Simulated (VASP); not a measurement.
# CaO in VASP: notebook

CaO is run at these levels: PBE; tasks: single point, relaxation of cell and atoms.

Program: VASP 6.6.1. These are calculated values, not measurements. Logs are shortened: lines on timing, memory, paths and dates and some standing lists are left out, and cuts for length are marked.

### 1 The cell of the first run

It takes space group R3m (No. 160, trigonal). Conventional cell: a = 3.350 Å, b = 3.350 Å, c = 17.491 Å, α = 90.00°, β = 90.00°, γ = 120.00°. Ca (site symmetry 3m) has 6 O at 2.40 to 2.42 Å and 1 Ca at 2.97 Å within 3.2 Å. Within 3.2 Å of Ca (site symmetry 3m) lie 6 O at 2.42 to 2.46 Å and 1 Ca at 2.97 Å. Within 3.2 Å of O (site symmetry 3m) lie 6 Ca at 2.40 to 2.42 Å and 1 O at 2.96 Å. O (site symmetry 3m) has 6 Ca at 2.42 to 2.46 Å and 1 O at 2.96 Å within 3.2 Å.

### 2 Single point, PBE

Contents of INCAR:

```
SYSTEM = CaO
ALGO = Normal
EDIFF = 1E-6
ENCUT = 520
GGA = PE
ISIF = 2
ISMEAR = 0
LASPH = .True.
LCHARG = .True.
LELF = .True.
LREAL = .False.
LVHAR = .True.
LWAVE = .False.
NBANDS = 24
NELM = 80
PREC = Accurate
SIGMA = 0.1
```

Contents of KPOINTS:

```
k-points
0
Gamma
  6 6 6
  0 0 0
```

Contents of POSCAR:

```
CaO
1.0
    1.6752456261      0.9672035148      5.8304217214
   -1.6752456261      0.9672035148      5.8304217214
    0.0000000000     -1.9344070248      5.8304217222
Ca O
2 2
Direct
    0.4155389780      0.4155389780      0.4155389780
    0.5850833848      0.5850833848      0.5850833848
    0.0010892015      0.0010892015      0.0010892015
    0.8316217657      0.8316217657      0.8316217657
```

Potentials or basis: VASP PAW PBE potentials, release 64 (Ca_sv, O).

Started as:

```console
$ cat potpaw_PBE.64/Ca_sv/POTCAR potpaw_PBE.64/O/POTCAR > POTCAR
$ mpirun -np 1 vasp_std > vasp.out
```

OUTCAR:

```text
SYSTEM = CaO
   EDIFF = 1E-6
   ENCUT = 520
   GGA = PE
   ISIF = 2
   ISMEAR = 0
   LASPH = .True.
   LREAL = .False.
   NELM = 80
   PREC = Accurate

 ion  position               nearest neighbor table
   1  0.416  0.416  0.416-   3 2.40   3 2.40   3 2.40   4 2.42   4 2.42   4 2.42   2 2.97
   2  0.585  0.585  0.585-   3 2.42   3 2.42   3 2.42   4 2.46   4 2.46   4 2.46   1 2.97
   3  0.001  0.001  0.001-   1 2.40   1 2.40   1 2.40   2 2.42   2 2.42   2 2.42
   4  0.832  0.832  0.832-   1 2.42   1 2.42   1 2.42   2 2.46   2 2.46   2 2.46

  LATTYP: Found a trigonal (rhomboedric) cell.
 ALAT       =     6.1429429426
 COS(alpha) =     0.8512578625

  Lattice vectors:

 A1 = (   1.6752456261,   0.9672035148,   5.8304217214)
 A2 = (  -1.6752456261,   0.9672035148,   5.8304217214)
 A3 = (   0.0000000000,  -1.9344070248,   5.8304217222)

Analysis of symmetry for initial positions (statically):
=====================================================================
 Subroutine PRICEL returns:
 Original cell was already a primitive cell.

 Routine SETGRP: Setting up the symmetry group for a
 trigonal (rhombohedral) supercell.

 Subroutine GETGRP returns: Found  6 space group operations
 (whereof  6 operations were pure point group operations)
 out of a pool of 12 trial point group operations.

The static configuration has the point symmetry C_3v.

Analysis of symmetry for dynamics (positions and initial velocities):
=====================================================================
 Subroutine PRICEL returns:
 Original cell was already a primitive cell.

 Routine SETGRP: Setting up the symmetry group for a
 trigonal (rhombohedral) supercell.

 Subroutine GETGRP returns: Found  6 space group operations
 (whereof  6 operations were pure point group operations)
 out of a pool of 12 trial point group operations.

The dynamic configuration has the point symmetry C_3v.

 Subroutine INISYM returns: Found  6 space group operations
 (whereof  6 operations are pure point group operations),
 and found     1 'primitive' translations

----------------------------------------------------------------------------------------

                                     Primitive cell

  volume of cell :      56.6823

  direct lattice vectors                    reciprocal lattice vectors
     1.675245626  0.967203515  5.830421721     0.298463695  0.172318095  0.057171393
    -1.675245626  0.967203515  5.830421721    -0.298463695  0.172318095  0.057171393
     0.000000000 -1.934407025  5.830421722     0.000000000 -0.344636190  0.057171393

  length of vectors
     6.142942943  6.142942943  6.142942943     0.349346062  0.349346062  0.349346062

  position of ions in fractional coordinates (direct lattice)
     0.415538978  0.415538978  0.415538978
     0.585083385  0.585083385  0.585083385
     0.001089202  0.001089202  0.001089202
     0.831621766  0.831621766  0.831621766

  ion indices of the primitive-cell ions
   primitive index   ion index
                 1           1
                 2           2
                 3           3
                 4           4

----------------------------------------------------------------------------------------

 KPOINTS: k-points

Automatic generation of k-mesh.
 Grid dimensions read from file:
 generate k-points for:    6    6    6

 Generating k-lattice:

  Cartesian coordinates                     Fractional coordinates (reciprocal lattice)
     0.049743949  0.028719682  0.009528566     0.166666667  0.000000000  0.000000000
    -0.049743949  0.028719682  0.009528566     0.000000000  0.166666667  0.000000000
     0.000000000 -0.057439365  0.009528566    -0.000000000 -0.000000000  0.166666667

  Length of vectors
     0.058224344  0.058224344  0.058224344

  Shift w.r.t. Gamma in fractional coordinates (k-lattice)
     0.000000000  0.000000000  0.000000000

 Subroutine IBZKPT returns following result:
 ===========================================

 Found     32 irreducible k-points:

 Following reciprocal coordinates:
            Coordinates               Weight
  0.000000  0.000000  0.000000      1.000000
  0.166667  0.000000  0.000000      6.000000
  0.333333  0.000000 -0.000000      6.000000
  0.500000  0.000000  0.000000      3.000000
  0.166667  0.166667  0.000000      6.000000
  0.333333  0.166667  0.000000     12.000000
[... 16 lines left out ...]
  0.500000  0.500000  0.166667      6.000000
 -0.333333  0.500000  0.166667     12.000000
 [... further k-points ...]
   k-points           NKPTS =     32   k-points in BZ     NKDIM =     32   number of bands    NBANDS=     24
   number of dos      NEDOS =    301   number of ions     NIONS =      4
   total plane-waves  NPLWV = 110592
   dimension x,y,z NGX =    48 NGY =   48 NGZ =   48
   dimension x,y,z NGXF=    96 NGYF=   96 NGZF=   96
   ions per type =               2   2
   NGX,Y,Z   is equivalent  to a cutoff of  12.99, 12.99, 12.99 a.u.
   NGXF,Y,Z  is equivalent  to a cutoff of  25.98, 25.98, 25.98 a.u.
 SYSTEM =  CaO
   PREC   = accura    normal or accurate (medium, high low for compatibility)
   ISTART =      0    job   : 0-new  1-cont  2-samecut
   ICHARG =      2    charge: 1-file 2-atom 10-const
   ISPIN  =      1    spin polarized calculation?
   LNONCOLLINEAR =      F non collinear calculations
   LSORBIT =      F    spin-orbit coupling
   LASPH  =      T    aspherical Exc in radial PAW
   ENCUT  =  520.0 eV  38.22 Ry    6.18 a.u.  11.42 11.42 11.42*2*pi/ulx,y,z
   NELM   =     80;   NELMIN=  2; NELMDL= -5     # of ELM steps
   EDIFF  = 0.1E-05   stopping-criterion for ELM
   LREAL  =      F    real-space projection
   EDIFFG = 0.1E-04   stopping-criterion for IOM
   NSW    =      0    number of steps for IOM
   IBRION =     -1    ionic relax: 0-MD 1-quasi-New 2-CG
   NFREE  =      0    steps in history (QN), initial steepest desc. (CG)
   ISIF   =      2    stress and relaxation
   ISYM   =      2    0-nonsym 1-usesym 2-fastsym
   POTIM  = 0.5000    time-step for ionic-motion
   TEBEG  =    0.0;   TEEND  =   0.0 temperature during run
   PSTRESS=    0.0 pullay stress
   NELECT =      32.0000    total number of electrons
   NUPDOWN=      -1.0000    fix difference up-down
   EMIN   =  10.00;   EMAX   =-10.00  energy-range for DOS
   EFERMI =   0.00;   METHOD = LEGACY
   ISMEAR =     0;   SIGMA  =   0.10  broadening in eV -4-tet -1-fermi 0-gaus
   EFERMI_NEDOS =   21; number of points for ismear=-14 and -15
   IALGO  =     38    algorithm
   IMIX   =      4    mixing-type and parameters
     AMIX     =   0.40;   BMIX     =  1.00
     AMIX_MAG =   1.60;   BMIX_MAG =  1.00
  volume/ion in A,a.u.               =      14.17        95.63
  Fermi-wavevector in a.u.,A,eV,Ry     =   1.353035  2.556865 24.908229  1.830703
  Thomas-Fermi vector in A             =   2.480324
   LORBIT       =      0    0 simple, 1 ext, 2 COOP (PROOUT), +10 PAW based schemes
   GGA     = PE    functional components
   LHFCALC =     F    Hartree Fock is set to
   AEXX    =    0.0000 exact exchange contribution
   IVDW    =     0    specifies the selected vdW correction
   LEPSILON=     F    determine dielectric tensor
   LRPA    =     F    only Hartree local field effects (RPA)
 non-spin polarized calculation
 Gauss-broadening in eV      SIGMA  =   0.10
  energy-cutoff  :      520.00
  volume of cell :       56.68
 maximum number of plane-waves:      1549
 NGX is ok and might be reduce to    48
   NGX = 23   NGY = 23   NGZ = 23

 number of electron      32.0000001 magnetization

 Free energy of the ion-electron system (eV)
  ---------------------------------------------------
  ext. energy  EPLUGINS =         0.00000000
  ---------------------------------------------------
  free energy    TOTEN  =       -25.06408314 eV

  energy without entropy =      -25.06408314  energy(sigma->0) =      -25.06408314

 E-fermi :   3.0047     XC(G=0): -10.3588

 val. band max:        2.4589613558   @ k =   0.0000   0.0000   0.0000
 cond. band min:       6.1489921782   @ k =   0.5000   0.5000   0.0000
 fundamental gap:      3.6900308224
 Fermi energy:         3.0047012451

 k-point     1 :       0.0000    0.0000    0.0000
  band No.  band energies     occupation
      1     -35.7808      2.00000
      2     -35.3610      2.00000
      3     -17.5122      2.00000
      4     -16.5933      2.00000
      5     -16.5933      2.00000
      6     -16.2826      2.00000
[... 16 lines left out ...]
     23       9.6626      0.00000
     24      10.3258      0.00000

 k-point     2 :       0.1667    0.0000    0.0000
  band No.  band energies     occupation
      1     -35.7614      2.00000
      2     -35.3432      2.00000
      3     -17.3907      2.00000
      4     -16.8045      2.00000
      5     -16.6239      2.00000
      6     -16.3756      2.00000
[... 16 lines left out ...]
     23      10.1049      0.00000
     24      10.3568      0.00000

 k-point     3 :       0.3333    0.0000   -0.0000
  band No.  band energies     occupation
      1     -35.7223      2.00000
      2     -35.3072      2.00000
      3     -17.2500      2.00000
      4     -17.0839      2.00000
      5     -16.6841      2.00000
      6     -16.6735      2.00000
[... 16 lines left out ...]
     23      10.5647      0.00000
     24      11.1469      0.00000

 k-point     4 :       0.5000    0.0000    0.0000
  band No.  band energies     occupation
      1     -35.7027      2.00000
      2     -35.2890      2.00000
      3     -17.4191      2.00000
      4     -16.9657      2.00000
      5     -16.7876      2.00000
      6     -16.7138      2.00000
[... 16 lines left out ...]
     23      11.1798      0.00000
     24      11.5697      0.00000

 k-point     5 :       0.1667    0.1667    0.0000
  band No.  band energies     occupation
      1     -35.7609      2.00000
      2     -35.3438      2.00000
      3     -17.3748      2.00000
      4     -16.7980      2.00000
      5     -16.6262      2.00000
      6     -16.3790      2.00000
[... 451 lines left out ...]
 k-point    22 :      -0.1667    0.3333    0.1667
  band No.  band energies     occupation
      1     -35.7024      2.00000
      2     -35.2894      2.00000
      3     -17.2903      2.00000
      4     -16.9705      2.00000
      5     -16.8318      2.00000
      6     -16.7257      2.00000
[... 16 lines left out ...]
     23      10.8323      0.00000
     24      11.3856      0.00000

 k-point    23 :       0.5000    0.5000    0.1667
  band No.  band energies     occupation
      1     -35.7194      2.00000
      2     -35.3105      2.00000
      3     -17.1826      2.00000
      4     -17.0386      2.00000
      5     -16.6925      2.00000
      6     -16.6573      2.00000
[... 16 lines left out ...]
     23      10.6003      0.00000
     24      10.6964      0.00000

 k-point    24 :      -0.3333    0.5000    0.1667
  band No.  band energies     occupation
      1     -35.7009      2.00000
      2     -35.2911      2.00000
      3     -17.2515      2.00000
      4     -16.9832      2.00000
      5     -16.8244      2.00000
      6     -16.7155      2.00000
[... 16 lines left out ...]
     23      10.7604      0.00000
     24      11.2699      0.00000

 [... further k-points ...]
[... 5 lines left out ...]
  --------------------------------------------------------------------------------------
  -------------------------------------------------------------------------------------
  Total        0.1444117      0.1444117      0.1375605      0.0000000     -0.0000000     -0.0000000
  in kB        4.0819291      4.0819291      3.8882723      0.0000000     -0.0000000     -0.0000000
  external PRESSURE =       4.0173769 kB  Pullay stress =       0.0000000 kB

 VOLUME and BASIS-vectors are now :
 -----------------------------------------------------------------------------
  energy-cutoff  :      520.00
  volume of cell :       56.68
      direct lattice vectors                 reciprocal lattice vectors
     1.675245626  0.967203515  5.830421721     0.298463695  0.172318095  0.057171393
    -1.675245626  0.967203515  5.830421721    -0.298463695  0.172318095  0.057171393
     0.000000000 -1.934407025  5.830421722     0.000000000 -0.344636190  0.057171393

 POSITION                                       TOTAL-FORCE (eV/Angst)
 -----------------------------------------------------------------------------------
      0.00000      0.00000      7.26830         0.000000      0.000000      0.001021
      0.00000      0.00000     10.23385         0.000000     -0.000000     -0.008765
      0.00000      0.00000      0.01905         0.000000      0.000000      0.000883
      0.00000      0.00000     14.54612         0.000000      0.000000      0.006861
 -----------------------------------------------------------------------------------
    total drift:                               -0.000000     -0.000000      0.000282

  FREE ENERGIE OF THE ION-ELECTRON SYSTEM (eV)
  ---------------------------------------------------
  free  energy   TOTEN  =       -25.0640831438 eV

  energy  without entropy=      -25.0640831438  energy(sigma->0) =      -25.06408314
```

Run time: 1.8 min. Hardware: 1 thread of Intel Xeon Platinum 8488C (Sapphire Rapids), shared host; peak memory 0.33 GiB.

Results:

```
Free energy            : -25.0641 eV
Pressure               : 0.4 GPa
Largest force          : 0.009 eV/Å
Band gap on the k mesh : 3.69 eV, indirect (least direct gap 4.00 eV)
```

Forces on the atoms (eV/Å):
```
Ca   0.000  0.000  0.001
Ca   0.000  0.000 -0.009
O    0.000  0.000  0.001
O    0.000  0.000  0.007
```

Levels at points of the mesh, in eV from the valence-band top:
| k point | band 12 | band 13 | band 14 | band 15 | band 16 | band 17 | band 18 | band 19 | band 20 | band 21 |
| --- | --- | --- | --- | --- | --- | --- | --- | --- | --- | --- |
| (0.00, 0.00, 0.00) | -0.93 | -0.93 | -0.34 | -0.34 | 0.00 | 4.00 | 4.91 | 6.68 | 6.68 | 6.80 |
| (0.50, 0.00, 0.00) | -1.66 | -1.23 | -1.06 | -0.84 | -0.63 | 4.39 | 5.31 | 6.99 | 7.24 | 8.39 |
| (0.50, 0.50, 0.00) | -1.82 | -1.68 | -1.27 | -0.46 | -0.41 | 3.69 | 6.02 | 7.13 | 7.72 | 8.32 |
| (0.50, 0.50, 0.50) | -1.42 | -1.03 | -1.03 | -0.19 | -0.19 | 5.06 | 5.89 | 6.29 | 6.29 | 6.53 |

A k mesh can miss the band edges. A hybrid or GW would open this gap; PBE tends to underestimate it.

### 3 Single point, PBE

This run uses another cell than the first one, of 14.62 Å³/atom, 1.032 times its volume.

Contents of INCAR:

```
ALGO = Normal
EDIFF = 1E-6
ENCUT = 520
GGA = PE
ISIF = 2
ISMEAR = 0
LASPH = True
LCHARG = False
LREAL = False
LWAVE = False
NBANDS = 24
NELM = 100
PREC = Accurate
SIGMA = 0.1
```

Contents of KPOINTS:

```
k-points
0
Gamma
  6 6 6
```

Contents of POSCAR:

```
CaO
1.0
    1.6775345200      0.9685250100      6.0004496500
   -1.6775345200      0.9685250100      6.0004496500
    0.0000000000     -1.9370500100      6.0004496500
Ca O
2 2
Direct
    0.4166666700      0.4166666700      0.4166666700
    0.5833333300      0.5833333300      0.5833333300
    0.0000000000      0.0000000000      0.0000000000
    0.8333333300      0.8333333300      0.8333333300
```

Potentials or basis: VASP PAW PBE potentials, release 64 (Ca_sv, O).

Started as:

```console
$ cat potpaw_PBE.64/Ca_sv/POTCAR potpaw_PBE.64/O/POTCAR > POTCAR
$ mpirun -np 1 vasp_std > vasp.out
```

OUTCAR:

```text
EDIFF = 1E-6
   ENCUT = 520
   GGA = PE
   ISIF = 2
   ISMEAR = 0
   LASPH = True
   LREAL = False
   NELM = 100
   PREC = Accurate

 ion  position               nearest neighbor table
   1  0.417  0.417  0.417-   4 2.45   4 2.45   4 2.45   3 2.45   3 2.45   3 2.45   2 3.00
   2  0.583  0.583  0.583-   4 2.45   4 2.45   4 2.45   3 2.45   3 2.45   3 2.45   1 3.00
   3  0.000  0.000  0.000-   2 2.45   2 2.45   1 2.45   1 2.45   2 2.45   1 2.45
   4  0.833  0.833  0.833-   1 2.45   1 2.45   1 2.45   2 2.45   2 2.45   2 2.45

  LATTYP: Found a trigonal (rhomboedric) cell.
[... 842 lines left out ...]
 [... further k-points ...]
[... 5 lines left out ...]
  --------------------------------------------------------------------------------------
  -------------------------------------------------------------------------------------
  Total       -0.3294483     -0.3294483     -2.4945414      0.0000000     -0.0000000      0.0000000
  in kB       -9.0236148     -9.0236148    -68.3256787      0.0000000     -0.0000000      0.0000000
  external PRESSURE =     -28.7909694 kB  Pullay stress =       0.0000000 kB

 VOLUME and BASIS-vectors are now :
 -----------------------------------------------------------------------------
  energy-cutoff  :      520.00
  volume of cell :       58.49
      direct lattice vectors                 reciprocal lattice vectors
     1.677534520  0.968525010  6.000449650     0.298056460  0.172082977  0.055551392
    -1.677534520  0.968525010  6.000449650    -0.298056460  0.172082977  0.055551392
     0.000000000 -1.937050010  6.000449650     0.000000000 -0.344165954  0.055551393

 POSITION                                       TOTAL-FORCE (eV/Angst)
 -----------------------------------------------------------------------------------
      0.00000      0.00000      7.50056         0.000000     -0.000000     -0.445706
      0.00000      0.00000     10.50079         0.000000      0.000000      0.465776
      0.00000      0.00000      0.00000         0.000000      0.000000      0.256984
      0.00000      0.00000     15.00112         0.000000     -0.000000     -0.277053
 -----------------------------------------------------------------------------------
    total drift:                               -0.000000      0.000000      0.000086

  FREE ENERGIE OF THE ION-ELECTRON SYSTEM (eV)
  ---------------------------------------------------
  free  energy   TOTEN  =       -25.0133409151 eV

  energy  without entropy=      -25.0133409151  energy(sigma->0) =      -25.01334092
```

OSZICAR:

```text
N       E                     dE             d eps       ncg     rms          rms(c)
DAV:   1     0.297463472945E+03    0.29746E+03   -0.15981E+04  1536   0.134E+03
DAV:   2    -0.610462881506E+01   -0.30357E+03   -0.28739E+03  1768   0.384E+02
DAV:   3    -0.278457924950E+02   -0.21741E+02   -0.21550E+02  2520   0.949E+01
DAV:   4    -0.285963966308E+02   -0.75060E+00   -0.74961E+00  1976   0.155E+01
DAV:   5    -0.286085532509E+02   -0.12157E-01   -0.12156E-01  2216   0.171E+00    0.122E+01
DAV:   6    -0.250601818019E+02    0.35484E+01   -0.17894E+01  2120   0.278E+01    0.513E+00
DAV:   7    -0.250275005261E+02    0.32681E-01   -0.20208E+00  2032   0.924E+00    0.266E+00
DAV:   8    -0.250239978761E+02    0.35027E-02   -0.30443E-01  1896   0.388E+00    0.881E-01
DAV:   9    -0.250111836955E+02    0.12814E-01   -0.91317E-02  2328   0.175E+00    0.180E-01
DAV:  10    -0.250127012968E+02   -0.15176E-02   -0.63053E-03  2064   0.532E-01    0.108E-01
DAV:  11    -0.250133295218E+02   -0.62823E-03   -0.77322E-04  1616   0.201E-01    0.243E-02
DAV:  12    -0.250133383242E+02   -0.88023E-05   -0.58683E-05  2000   0.755E-02    0.110E-02
DAV:  13    -0.250133418966E+02   -0.35724E-05   -0.99211E-06  1912   0.303E-02    0.816E-03
DAV:  14    -0.250133409151E+02    0.98147E-06   -0.74296E-06  1552   0.179E-02
   1 F= -.25013341E+02 E0= -.25013341E+02  d E =-.778815E-13
```

Wall time 1.8 min (1 thread of Intel Xeon Platinum 8488C (Sapphire Rapids), shared host); peak memory 0.33 GiB.

Results:

```
Free energy            : -25.0133 eV
Pressure               : -2.9 GPa
Largest force          : 0.466 eV/Å
Band gap on the k mesh : 3.79 eV, indirect (least direct gap 3.81 eV)
```

Forces on the atoms (eV/Å):
```
Ca   0.000  0.000 -0.446
Ca   0.000  0.000  0.466
O    0.000  0.000  0.257
O    0.000  0.000 -0.277
```

A k mesh can miss the band edges. As with any semilocal functional, this PBE gap is likely too small.

(Part 1 of 2 ends here.)
